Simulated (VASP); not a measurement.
Os:

```
CELL_PARAMETERS angstrom
2.69715 0.00000 0.00000
-1.34857 2.33580 0.00000
0.00000 0.00000 4.26132
ATOMIC_POSITIONS crystal
Os 0.66667 0.33333 0.75000
Os 0.33333 0.66667 0.25000
```

Base run:

| Property | Result |
| --- | --- |
| Program | VASP 6.6.1 |
| Functional | PBE exchange alone |
| Potentials or basis | VASP PAW PBE potentials, release 64 (Os) |
| Cutoff | 520 eV |
| k mesh | 11 × 11 × 6 |
| Occupations | fermi-dirac, width 0.05 eV |
| Spin | no spin polarisation |

Its results: band gap on the k mesh zero (bands 8 and 9 overlap by 4.16 eV); pressure 69.6 GPa.

Question: The run is repeated on the same cell with these changes: functional from PBE exchange alone to HF; k mesh from 11 × 11 × 6 to 6 × 6 × 3. What comes out?

Answer: Band gap on the k mesh zero (bands 8 and 9 overlap by 10.62 eV); pressure 16.4 GPa.

Several settings changed at once.

Caveats: some runs use coarse meshes; spin-orbit coupling is left out, which moves the levels of the heavy elements; the cell stands under pressure (at least some runs); the PAW data sets were made with another functional, which shifts forces and pressure a little (at least some runs).
